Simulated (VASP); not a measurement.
Here is a VASP 6.6.1 calculation.

File INCAR:

```
PREC = Accurate
ENCUT = 520
EDIFF = 1E-7
ISMEAR = 0
SIGMA = 0.02
LREAL = Auto
LASPH = True
NELM = 80
ALGO = Normal
ISIF = 2
LWAVE = False
LCHARG = False
GGA = PE
IVDW = 12
NBANDS = 236
```

The input KPOINTS:

```
regular mesh
0
Gamma
  1 1 1
```

Contents of POSCAR:

```
Si12HO24
1.0
    9.8316000000      0.0000000000      0.0000000000
   -4.9158000000      8.5144153600      0.0000000000
    0.0000000000      0.0000000000     10.8182000000
Si O H
24 48 2
Direct
    0.2709099100      0.0094391800      0.1655027100
    0.9985581900      0.2592514300      0.3363694500
    0.2293313700      0.2350352900      0.9973888100
    0.2536999600      0.9943798200      0.6857301500
    0.9943088900      0.2605859300      0.8263963100
    0.2083269900      0.1946535800      0.5153311300
    0.2621491600      0.4975911800      0.1718615900
    0.0071092300      0.7712372900      0.3283148600
    0.2235410900      0.7272896200      0.0054956200
    0.2669434400      0.4925265000      0.6593211300
    0.9964925600      0.7555626100      0.8443723300
    0.2341662800      0.7379975200      0.4999615600
    0.7679183600      0.0027725800      0.1637768200
    0.5150453800      0.2909717700      0.3263891900
    0.7354828800      0.2356065700      0.9947544900
    0.7500254000      0.9945486100      0.6643177100
    0.4988791700      0.2694374300      0.8323993700
    0.7270726000      0.2340685100      0.4992150500
    0.7874783800      0.5096747300      0.1573528400
    0.5014811400      0.7712337700      0.3306460800
    0.7306058600      0.7321122000      0.9989357800
    0.7689976800      0.5017534200      0.6662599300
    0.4892422100      0.7549201000      0.8332459800
    0.7359702800      0.7334614600      0.4949275200
    0.0585994900      0.1851775900      0.4426589500
    0.2910020100      0.3666465000      0.1058264000
    0.1398598500      0.4267424900      0.2869976000
    0.2009835100      0.0720170000      0.0577487200
    0.4066298400      0.3704627500      0.3615348300
    0.4326514900      0.1539250100      0.2217404800
    0.0637104000      0.2018104000      0.9379856800
    0.2961209500      0.3602216000      0.5945064100
    0.1329963000      0.4206365700      0.7662825000
    0.1440959400      0.0534628100      0.6192837800
    0.3618947100      0.2974696100      0.8889306100
    0.4273668200      0.1382933600      0.7227606500
    0.0698422700      0.7005748600      0.4356703700
    0.2976032600      0.8725800500      0.1047948800
    0.1459163000      0.9395625000      0.2791979800
    0.1925934700      0.5656927500      0.0691771200
    0.3725483100      0.8040633200      0.3955902100
    0.4281822600      0.6421691300      0.2206537200
    0.0484628800      0.6811712500      0.9565332700
    0.2831508900      0.8721161200      0.6050312400
    0.1573768100      0.9148317700      0.8113722100
    0.2107464500      0.5753019700      0.5568150000
    0.3464649500      0.7730380600      0.8905284800
    0.4297587500      0.6246495600      0.7230592100
    0.5674995200      0.2199689900      0.4418414100
    0.8114747800      0.3713264800      0.0999751300
    0.6741022500      0.4415287100      0.2761049300
    0.7048024300      0.0708391800      0.0544039400
    0.8598764000      0.2853916600      0.3919929700
    0.9337635900      0.1388796900      0.2191445800
    0.5688786300      0.2097478700      0.9432799200
    0.7969424800      0.3651871000      0.6090898100
    0.6362505700      0.4334820500      0.7744881600
    0.6856066900      0.0652798700      0.5578710000
    0.8594873700      0.2928012300      0.8810256900
    0.9165469200      0.1276861800      0.7199152000
    0.5689396300      0.6934002000      0.4307230900
    0.7919415500      0.8629271600      0.1084292300
    0.6399768800      0.9359748100      0.2761740900
    0.7067804900      0.5682967600      0.0547796900
    0.8688771100      0.7964578400      0.3870153500
    0.9505596500      0.6538900700      0.2097545600
    0.5644435100      0.7011425300      0.9437322700
    0.7805881900      0.8618020400      0.6029322100
    0.6206643000      0.9221698500      0.7749832700
    0.7103227700      0.5713318500      0.5546426500
    0.8615482000      0.7938688900      0.8892565300
    0.9332905500      0.6387354700      0.7249986100
    0.4686794900      0.4825753500      0.3818611000
    0.2797931400      0.1442183700      0.4533476800
```

Potentials or basis: VASP PAW PBE potentials, release 64 (Si, O, H).

Run with:

```console
$ cat potpaw_PBE.64/Si/POTCAR potpaw_PBE.64/O/POTCAR potpaw_PBE.64/H/POTCAR > POTCAR
$ mpirun -np 1 vasp_gam > vasp.out
```

Task: Predict the dispersion energy per atom.

Result: -0.142 eV.

Task: Estimate the largest force.

Result: 7.062 eV/Å.

Task: Estimate the pressure.

Result: 1.5 GPa.

Task: What does it give for the band gap on the k mesh?

Result: 5.46 eV.

Stress tensor (GPa, compression positive):
```
 1.32 -0.05 -0.65
-0.05  0.93 -0.83
-0.65 -0.83  2.12
```

Caveat: the k points lie up to 0.74 Å⁻¹ apart.
